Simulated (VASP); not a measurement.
Runs of VASP 6.6.1 on CsPbCl3. The structure is that of space group Pm-3m (No. 221), or close to it. The cells are those of the table. 

```csv
task,level,potentials or basis,cell,cutoff (eV),gap on the mesh (eV),pressure (GPa),relaxed volume (Å³/atom)
single point,r2SCAN,"VASP PAW PBE potentials, release 64 (Cs_sv, Pb_d, Cl)","a = 5.677 Å, 5 atoms",520,2.48,0.0,-
single point,LDA,"VASP PAW LDA potentials, release 64 (Cs_sv, Pb_d, Cl)","a = 5.529 Å, 5 atoms",520,(b),0.0,-
single point,PBEsol,"VASP PAW PBE potentials, release 64 (Cs_sv, Pb_d, Cl)","a = 5.626 Å, 5 atoms",520,1.85,0.0,-
single point,PBE,"VASP PAW PBE potentials, release 64 (Cs_sv, Pb_d, Cl)","a = 5.740 Å, 5 atoms",520,2.22,0.0,-
relaxation of cell and atoms,PBE,"VASP PAW PBE potentials, release 64 (Cs_sv, Pb_d, Cl)","relaxed from a = 5.605 Å, 5 atoms",600,2.22,0.0,37.83
relaxation of cell and atoms,PBEsol,"VASP PAW PBE potentials, release 64 (Cs_sv, Pb_d, Cl)","relaxed from a = 5.740 Å, 5 atoms",600,1.85,0.0,35.63
relaxation of cell and atoms,LDA,"VASP PAW LDA potentials, release 64 (Cs_sv, Pb_d, Cl)","relaxed from a = 5.740 Å, 5 atoms",600,(a),0.0,33.86
```

Alike in all rows: no spin polarisation; k mesh 4 × 4 × 4; smearing fermi-dirac 0.02 eV.

Question: Estimate the missing entries.

Answer: (a) 1.52; (b) 1.51.

Caveats: spin-orbit coupling is left out, which moves the levels of the heavy elements; the PAW data sets were made with another functional, which shifts forces and pressure a little (at least some runs).

A k mesh can miss the band edges, and the runs leave out spin-orbit coupling on Cs, Pb.
